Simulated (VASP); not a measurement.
A run of VASP 6.6.1 is set up as follows.

Contents of INCAR:

```
SYSTEM = Zn5CdO6
PREC = Accurate
ENCUT = 520
EDIFF = 1E-7
ISMEAR = 0
SIGMA = 0.02
LREAL = .FALSE.
LASPH = .TRUE.
NELM = 60
ALGO = Normal
ISIF = 2
LWAVE = .FALSE.
LCHARG = .TRUE.
GGA = PE
LELF = .TRUE.
LVHAR = .TRUE.
NBANDS = 66
```

File KPOINTS:

```
regular mesh
0
G
  10 10 4
  0 0 0
```

POSCAR

```
Zn5CdO6
1.0
    3.3128702000      0.0000000000      0.0000000000
    0.0000000000      3.3128702000      0.0000000000
    0.0000000000      0.0000000000     14.1937599000
Zn Cd O
5 1 6
Direct
    0.0000000000      0.0000000000      0.6591390000
    0.5000000000      0.5000000000      0.8181850000
    0.5000000000      0.5000000000      0.1818150000
    0.0000000000      0.0000000000      0.3408610000
    0.5000000000      0.5000000000      0.5000000000
    0.0000000000      0.0000000000      0.0000000000
    0.5000000000      0.0000000000      0.7385580000
    0.0000000000      0.5000000000      0.8972570000
    0.5000000000      0.0000000000      0.1027430000
    0.0000000000      0.5000000000      0.2614420000
    0.5000000000      0.0000000000      0.4204640000
    0.0000000000      0.5000000000      0.5795360000
```

Potentials or basis: VASP PAW PBE potentials, release 64 (Zn, Cd, O).

The run is started by

```bash
$ cat potpaw_PBE.64/Zn/POTCAR potpaw_PBE.64/Cd/POTCAR potpaw_PBE.64/O/POTCAR > POTCAR
$ mpirun -np 1 vasp_std > vasp.out
```

(1) Estimate the largest force.

(2) Estimate the band gap on the k mesh.

## Answers

(1) 0.047 eV/Å.

(2) 0.35 eV.
